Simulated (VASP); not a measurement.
## TiNi: single point with r2SCAN

TiNi:

```
Ti Ni
1.0
     2.98858    0.00000    0.00000
     0.00000    2.98858    0.00000
     0.00000    0.00000    2.98858
Ti Ni
1 1
Direct
  0.50000 0.50000 0.50000
  0.00000 0.00000 0.00000
```

```
Program                : VASP 6.6.1
Task                   : single point
Functional             : r2SCAN
Potentials or basis    : VASP PAW PBE potentials, release 64 (Ti_sv, Ni)
Cutoff                 : 520 eV
k mesh                 : 14 × 14 × 14
Occupations            : gaussian, width 0.1 eV
Spin                   : collinear spin, ferromagnetic start
Starting moments       : [0.5, 0.38] μB
Dipole correction      : no
Further INCAR settings : ALGO = Normal; EDIFF = 1e-06; NBANDS = 22
```

The pressure is 0.5 GPa. The band gap on the k mesh is zero (filled and empty bands overlap). The net moment is 0.00 μB per cell. The valence electrons inside the program's atomic spheres are Ti 10.21; Ni 9.45.

Levels at points of the mesh, in eV from the Fermi level:
Spin up:
```tsv
k point	band 8	band 9	band 10	band 11	band 12	band 13	band 14	band 15
(0.00, 0.00, 0.00)	-2.07	-2.07	-2.07	0.53	0.53	2.71	2.71	2.71
(0.50, 0.00, 0.00)	-2.20	-2.20	-1.77	-0.67	-0.64	0.69	0.69	2.35
(0.50, 0.50, 0.00)	-2.86	-1.33	-0.75	0.33	0.33	1.02	2.38	2.38
(0.50, 0.50, 0.50)	-2.30	-2.30	-2.30	-1.30	-1.30	3.33	3.33	6.62
```
Spin down:
```csv
k point,band 8,band 9,band 10,band 11,band 12,band 13,band 14,band 15
"(0.00, 0.00, 0.00)",-2.07,-2.07,-2.07,0.53,0.53,2.71,2.71,2.71
"(0.50, 0.00, 0.00)",-2.20,-2.20,-1.77,-0.67,-0.64,0.69,0.69,2.35
"(0.50, 0.50, 0.00)",-2.86,-1.33,-0.75,0.33,0.33,1.02,2.38,2.38
"(0.50, 0.50, 0.50)",-2.30,-2.30,-2.30,-1.30,-1.30,3.33,3.33,6.62
```

Wall time 9 min on 1 thread of Intel Xeon 8259CL, with other jobs on the host, peak memory 0.24 GiB.

Caveat: the PAW data sets were made with another functional, which shifts forces and pressure a little.
